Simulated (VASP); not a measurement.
Wanted: the native input for a VASP 6.6.1 run.

- Task: relaxation of cell and atoms
- Functional: PBE
- Potentials or basis: VASP PAW PBE potentials, release 64 (B, N)
- Cutoff: 600 eV
- k mesh: 12 × 12 × 4
- Occupations: gaussian, width 0.02 eV
- Spin: no spin polarisation
- Dipole correction: no
- Further INCAR settings: ALGO = Normal; EDIFF = 1e-07; IBRION = 2; EDIFFG = -0.01; NSW = 100; ISIF = 3

The structure of BN lies in POSCAR:

```
BN
1.0
    2.5121118924      0.0000000000      0.0000000000
   -1.2560559462      2.1755527160      0.0000000000
    0.0000000000      0.0000000000      7.8552204390
B N
2 2
Direct
    0.0000000000      0.0000000000      0.5000000000
    0.3333333333      0.6666666667      0.0000000000
    0.3333333333      0.6666666667      0.5000000000
    0.6666666667      0.3333333333      0.0000000000
```

These files were run (other wordings do the same):

INCAR

```
SYSTEM = BN
PREC = Accurate
ENCUT = 600
EDIFF = 1E-7
ISMEAR = 0
SIGMA = 0.02
LREAL = .False.
LASPH = .True.
NELM = 80
ALGO = Normal
ISIF = 3
LWAVE = .False.
LCHARG = .False.
GGA = PE
IBRION = 2
NSW = 100
EDIFFG = -0.01
```

KPOINTS

```
Automatic mesh
0
Gamma
  12 12 4
  0 0 0
```

Potentials or basis: VASP PAW PBE potentials, release 64 (B, N).

Run with:

```sh
$ cat potpaw_PBE.64/B/POTCAR potpaw_PBE.64/N/POTCAR > POTCAR
$ mpirun -np 1 vasp_std > vasp.out
```

It gave:

| Property | Result |
| --- | --- |
| Pressure after relaxing | 0.0 GPa |
| Band gap on the k mesh | 4.52 eV (least direct gap 4.62 eV) |

Caveat: the relaxation stopped at its first step, so nothing moved; this functional lacks dispersion, which binds the layers, so the pressure and a relaxed spacing across them are unreliable.

Wall time 48 s on 1 thread of Intel Xeon 8259CL, on a shared host, peak memory 0.18 GiB.
